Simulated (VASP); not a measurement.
A run of VASP 6.6.1 is set up as follows.

File INCAR:

```
SYSTEM = SiF2
ALGO = Normal
EDIFF = 1E-7
ENCUT = 520
GGA = PE
ISIF = 2
ISMEAR = 0
LASPH = .TRUE.
LCHARG = .FALSE.
LREAL = .FALSE.
LWAVE = .FALSE.
NBANDS = 16
NELM = 60
PREC = Accurate
SIGMA = 0.1
```

File KPOINTS:

```
k-points
0
G
  6 6 6
  0 0 0
```

File POSCAR:

```
SiF2
1.0
    0.0000000000      2.7167401267      2.7167401267
    2.7167401267      0.0000000000      2.7167401267
    2.7167401267      2.7167401267      0.0000000000
Si F
1 2
Direct
    0.0000000000      0.0000000000      0.0000000000
    0.2500000000      0.2500000000      0.2500000000
    0.7500000000      0.7500000000      0.7500000000
```

Potentials or basis: VASP PAW PBE potentials, release 64 (Si, F).

Launch:

```console
$ cat potpaw_PBE.64/Si/POTCAR potpaw_PBE.64/F/POTCAR > POTCAR
$ mpirun -np 1 vasp_std > vasp.out
```

(1) Estimate the pressure.

(2) Predict the band gap on the k mesh.

## Answers

(1) 0.1 GPa.

(2) 3.02 eV, indirect (least direct gap 3.30 eV).
